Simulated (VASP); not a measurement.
# SbSeBr3 (R3m) in VASP: further runs, part 2 of 2

VASP 6.6.1. The steps go on from the part before.

**3. Single point, PBE**

Input file INCAR:

```
SYSTEM = SbSeBr3
PREC = Accurate ; ENCUT = 520
EDIFF = 1E-7 ; ISMEAR = 0
SIGMA = 0.01 ; LREAL = .FALSE.
LASPH = .TRUE. ; NELM = 60
ALGO = Normal ; ISIF = 2
LWAVE = .FALSE. ; LCHARG = .TRUE.
GGA = PE ; LELF = .TRUE.
LVHAR = .TRUE. ; NBANDS = 24
```

Input file KPOINTS:

```
regular mesh
0
G
  6 6 6
  0 0 0
```

Input file POSCAR:

```
SbSeBr3
1.0
    4.6861836429      2.7055693877      4.1019664304
   -4.6861836429      2.7055693877      4.1019664304
    0.0000000000     -5.4111387755      4.1019664304
Sb Se Br
1 1 3
Direct
   -0.2918348722     -0.2918348722     -0.2918348722
    0.5065759956      0.5065759956      0.5065759956
    0.6338361189      0.0765052187      0.6338361189
    0.6338361189      0.6338361189      0.0765052187
    0.0765052187      0.6338361189      0.6338361189
```

Potentials or basis: VASP PAW PBE potentials, release 64 (Sb, Se, Br).

Run with:

```bash
$ cat potpaw_PBE.64/Sb/POTCAR potpaw_PBE.64/Se/POTCAR potpaw_PBE.64/Br/POTCAR > POTCAR
$ mpirun -np 1 vasp_std > vasp.out
```

OUTCAR:

```text
SYSTEM = SbSeBr3
   PREC = Accurate
   ENCUT = 520
   EDIFF = 1E-7
   ISMEAR = 0
   LREAL = .FALSE.
   LASPH = .TRUE.
   NELM = 60
   ISIF = 2
   GGA = PE

 ion  position               nearest neighbor table
   1  0.708  0.708  0.708-   2 2.48   3 2.56   5 2.56   4 2.56
   2  0.507  0.507  0.507-   1 2.48
   3  0.634  0.077  0.634-   1 2.56
   4  0.634  0.634  0.077-   1 2.56
   5  0.077  0.634  0.634-   1 2.56

  LATTYP: Found a trigonal (rhomboedric) cell.
 ALAT       =     6.7901805162
 COS(alpha) =     0.0474101208

  Lattice vectors:

 A1 = (   4.6861836429,   2.7055693877,   4.1019664304)
 A2 = (  -4.6861836429,   2.7055693877,   4.1019664304)
 A3 = (   0.0000000000,  -5.4111387755,   4.1019664304)

Analysis of symmetry for initial positions (statically):
=====================================================================
 Subroutine PRICEL returns:
 Original cell was already a primitive cell.

 Routine SETGRP: Setting up the symmetry group for a
 trigonal (rhombohedral) supercell.

 Subroutine GETGRP returns: Found  6 space group operations
 (whereof  6 operations were pure point group operations)
 out of a pool of 12 trial point group operations.

The static configuration has the point symmetry C_3v.

Analysis of symmetry for dynamics (positions and initial velocities):
=====================================================================
 Subroutine PRICEL returns:
 Original cell was already a primitive cell.

 Routine SETGRP: Setting up the symmetry group for a
 trigonal (rhombohedral) supercell.

 Subroutine GETGRP returns: Found  6 space group operations
 (whereof  6 operations were pure point group operations)
 out of a pool of 12 trial point group operations.

The dynamic configuration has the point symmetry C_3v.

[... 120 lines left out ...]
   EFERMI_NEDOS =   21; number of points for ismear=-14 and -15
   IALGO  =     38    algorithm
   IMIX   =      4    mixing-type and parameters
     AMIX     =   0.40;   BMIX     =  1.00
     AMIX_MAG =   1.60;   BMIX_MAG =  1.00
  volume/ion in A,a.u.               =      62.41       421.16
  Fermi-wavevector in a.u.,A,eV,Ry     =   0.766275  1.448049  7.989023  0.587177
  Thomas-Fermi vector in A             =   1.866578
   LORBIT       =      0    0 simple, 1 ext, 2 COOP (PROOUT), +10 PAW based schemes
   GGA     = PE    functional components
   LHFCALC =     F    Hartree Fock is set to
   AEXX    =    0.0000 exact exchange contribution
   IVDW    =     0    specifies the selected vdW correction
   LEPSILON=     F    determine dielectric tensor
   LRPA    =     F    only Hartree local field effects (RPA)
 non-spin polarized calculation
 Gauss-broadening in eV      SIGMA  =   0.01
  energy-cutoff  :      520.00
  volume of cell :      312.05
 maximum number of plane-waves:      8434
 NGX is ok and might be reduce to    54
   NGX = 25   NGY = 25   NGZ = 25

 number of electron      32.0000006 magnetization

 Free energy of the ion-electron system (eV)
  ---------------------------------------------------
  ext. energy  EPLUGINS =         0.00000000
  ---------------------------------------------------
  free energy    TOTEN  =       -14.02035134 eV

  energy without entropy =      -14.02035134  energy(sigma->0) =      -14.02035134

 E-fermi :  -1.9370     XC(G=0):  -5.3024

 val. band max:       -2.0023552192   @ k =   0.5000   0.0000   0.0000
 cond. band min:      -1.8697299810   @ k =   0.0000   0.0000   0.0000
 fundamental gap:      0.1326252381
 Fermi energy:        -1.9369553815

 k-point     1 :       0.0000    0.0000    0.0000
  band No.  band energies     occupation
      1     -17.0551      2.00000
      2     -16.5103      2.00000
      3     -16.5103      2.00000
      4     -14.0605      2.00000
      5     -11.0257      2.00000
      6      -6.7539      2.00000
[... 637 lines left out ...]
     23       4.5963      0.00000
     24       5.1588      0.00000

 [... further k-points ...]

------------------------ aborting loop because EDIFF is reached ----------------------------------------

  FORCE on cell =-STRESS in cart. coord.  units (eV):
  Direction    XX          YY          ZZ          XY          YZ          ZX
  --------------------------------------------------------------------------------------
  -------------------------------------------------------------------------------------
  Total       -0.0391338     -0.0391338      0.0277079      0.0000000     -0.0000000      0.0000000
  in kB       -0.2009284     -0.2009284      0.1422631      0.0000000     -0.0000000      0.0000000
  external PRESSURE =      -0.0865313 kB  Pullay stress =       0.0000000 kB

 VOLUME and BASIS-vectors are now :
 -----------------------------------------------------------------------------
  energy-cutoff  :      520.00
  volume of cell :      312.05
      direct lattice vectors                 reciprocal lattice vectors
     4.686183643  2.705569388  4.101966430     0.106696630  0.061601328  0.081261838
    -4.686183643  2.705569388  4.101966430    -0.106696630  0.061601328  0.081261838
     0.000000000 -5.411138776  4.101966430     0.000000000 -0.123202656  0.081261838

 POSITION                                       TOTAL-FORCE (eV/Angst)
 -----------------------------------------------------------------------------------
      0.00000     -0.00000      8.71461         0.000000     -0.000000      0.023176
      0.00000     -0.00000      6.23387         0.000000      0.000000     -0.017630
      2.61175     -1.50790      5.51377         0.007744     -0.004471     -0.001849
      0.00000      3.01579      5.51377         0.000000      0.008942     -0.001849
     -2.61175     -1.50790      5.51377        -0.007744     -0.004471     -0.001849
 -----------------------------------------------------------------------------------
    total drift:                               -0.000000     -0.000000      0.000213

  FREE ENERGIE OF THE ION-ELECTRON SYSTEM (eV)
  ---------------------------------------------------
  free  energy   TOTEN  =       -14.0203513365 eV

  energy  without entropy=      -14.0203513365  energy(sigma->0) =      -14.02035134
```

OSZICAR:

```text
N       E                     dE             d eps       ncg     rms          rms(c)
DAV:   1     0.233696698407E+03    0.23370E+03   -0.10779E+04  1536   0.101E+03
DAV:   2     0.171021235444E+02   -0.21659E+03   -0.20799E+03  2296   0.176E+02
DAV:   3    -0.140315996581E+02   -0.31134E+02   -0.30863E+02  1864   0.776E+01
DAV:   4    -0.147109030545E+02   -0.67930E+00   -0.67851E+00  1904   0.140E+01
DAV:   5    -0.147204309415E+02   -0.95279E-02   -0.95270E-02  1984   0.167E+00    0.942E+00
DAV:   6    -0.140620900449E+02    0.65834E+00   -0.81226E-01  1624   0.468E+00    0.673E+00
DAV:   7    -0.140197585360E+02    0.42332E-01   -0.27310E-01  1992   0.237E+00    0.223E+00
DAV:   8    -0.140191211783E+02    0.63736E-03   -0.24019E-02  1928   0.812E-01    0.531E-01
DAV:   9    -0.140199227846E+02   -0.80161E-03   -0.32306E-03  1912   0.306E-01    0.160E-01
DAV:  10    -0.140202140767E+02   -0.29129E-03   -0.42028E-04  1968   0.112E-01    0.600E-02
DAV:  11    -0.140202982888E+02   -0.84212E-04   -0.79459E-05  1880   0.440E-02    0.209E-02
DAV:  12    -0.140203407881E+02   -0.42499E-04   -0.28358E-05  1696   0.282E-02    0.146E-02
DAV:  13    -0.140203459894E+02   -0.52014E-05   -0.16011E-06  1752   0.608E-03    0.636E-03
DAV:  14    -0.140203499632E+02   -0.39738E-05   -0.10424E-06  1656   0.485E-03    0.223E-03
DAV:  15    -0.140203510543E+02   -0.10911E-05   -0.28259E-07  1560   0.250E-03    0.123E-03
DAV:  16    -0.140203512156E+02   -0.16125E-06   -0.21168E-08  1416   0.786E-04    0.537E-04
DAV:  17    -0.140203513388E+02   -0.12320E-06   -0.16386E-08  1216   0.659E-04    0.230E-04
DAV:  18    -0.140203513365E+02    0.22569E-08   -0.20530E-09  1456   0.233E-04
   1 F= -.14020351E+02 E0= -.14020351E+02  d E =-.214480E-22
```

Wall time 2.7 min (1 thread of Intel Xeon 6975P-C (Granite Rapids), shared host); peak memory 0.57 GiB.

Results:

| Quantity | Value |
| --- | --- |
| Free energy | -14.0204 eV |
| Pressure | 0.0 GPa |
| Largest force | 0.023 eV/Å |
| Band gap on the k mesh | 0.13 eV (least direct gap 0.25 eV) |

Forces in eV/Å, atoms in the order of the input:
```
Sb   0.000  0.000  0.023
Se   0.000  0.000 -0.018
Br   0.008 -0.004 -0.002
Br   0.000  0.009 -0.002
Br  -0.008 -0.004 -0.002
```

Caveat: semilocal functionals underestimate gaps, and a narrow one can read as zero; spin-orbit coupling is left out, which moves the levels of the heavy elements. A k mesh can miss the band edges.
